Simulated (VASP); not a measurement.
Set up this calculation in VASP 6.6.1, as the native input.

- Task: single point
- Functional: PBE
- Potentials or basis: VASP PAW PBE potentials, release 64 (B, N, Ti_sv)
- Cutoff: 520 eV
- k mesh: 1 × 1 × 1
- Occupations: fermi-dirac, width 0.01 eV
- Spin: no spin polarisation
- Dipole correction: no
- Further INCAR settings: LREAL = Auto; ALGO = Normal; EDIFF = 1e-06; NBANDS = 102

The structure of TiB18N18 (a cell with a defect) (Ti interstitial hop between voids) lies in POSCAR:

```
TiB18N18
1.0
    7.4650312800      0.0000000000      0.0000000000
   -3.7325156400      6.4649067300      0.0000000000
    0.0000000000      0.0000000000      6.4954828800
B N Ti
18 18 1
Direct
    0.1087986610      0.2214392349      0.2357672291
    0.2216967843      0.1083503644      0.7706728033
    0.1115031351      0.5572703753      0.2462828445
    0.2217284902      0.4468865709      0.7708954196
    0.1115102485      0.8883393435      0.2463291844
    0.2221409211      0.7778359704      0.7609993116
    0.4473193872      0.2214678509      0.2355743258
    0.5575291062      0.1110726001      0.7603413158
    0.4473585785      0.5600158133      0.2359615179
    0.5602631136      0.4469196727      0.7706287727
    0.4469167286      0.8905188026      0.2456582566
    0.5575362424      0.7800038285      0.7603679497
    0.7782782163      0.2218898214      0.2455330927
    0.8885988261      0.1110752297      0.7602691118
    0.7804331846      0.5572748611      0.2461752312
    0.8907830698      0.4464893494      0.7607377452
    0.7782855280      0.8905157090      0.2456625673
    0.8907816270      0.7778415389      0.7607685358
    0.1125138217      0.2230346175      0.7763278101
    0.2234563863      0.1122438467      0.2301547133
    0.1108143657      0.5578159362      0.7624561702
    0.2234843121      0.4453112969      0.2303654752
    0.1107965550      0.8865100827      0.7625126710
    0.2233735884      0.7787326578      0.2495246358
    0.4455661287      0.2230503950      0.7762278945
    0.5582553265      0.1105531804      0.2439601534
    0.4455767524      0.5560875277      0.7763581389
    0.5565221875      0.4453266103      0.2301476315
    0.4456857791      0.8896137625      0.7574111257
    0.5582723502      0.7818527337      0.2441328889
    0.7789986602      0.2229419635      0.7570904413
    0.8869583661      0.1105431261      0.2440509858
    0.7821016037      0.5578293935      0.7621901391
    0.8900476651      0.4454268438      0.2492261207
    0.7790047337      0.8896136078      0.7571210780
    0.8900469111      0.7787380716      0.2494401155
    0.3345348331      0.3341633670      0.5032571189
```

These files were run (other wordings do the same):

INCAR

```
  ALGO = Normal
  EDIFF = 1E-6
  ENCUT = 520
  GGA = PE
  GGA_COMPAT = False
  ISIF = 2
  ISMEAR = -1
  LASPH = True
  LCHARG = False
  LREAL = Auto
  LWAVE = False
  NBANDS = 102
  NELM = 120
  PREC = Accurate
  SIGMA = 0.01
```

KPOINTS

```
k-points
0
Gamma
  1 1 1
```

Potentials or basis: VASP PAW PBE potentials, release 64 (B, N, Ti_sv).

Run with:

```bash
$ cat potpaw_PBE.64/B/POTCAR potpaw_PBE.64/N/POTCAR potpaw_PBE.64/Ti_sv/POTCAR > POTCAR
$ mpirun -np 1 vasp_gam > vasp.out
```

It gave:

| Quantity | Value |
| --- | --- |
| Pressure | 13.9 GPa |
| Largest force | 0.027 eV/Å |
| Band gap on the k mesh | 0.47 eV |

Caveat: the k points lie up to 0.97 Å⁻¹ apart.

Run time: 39 s on 1 thread of Intel(R) Xeon(R) 6975P-C (Granite Rapids), with other jobs on the host, peak memory 0.36 GiB.
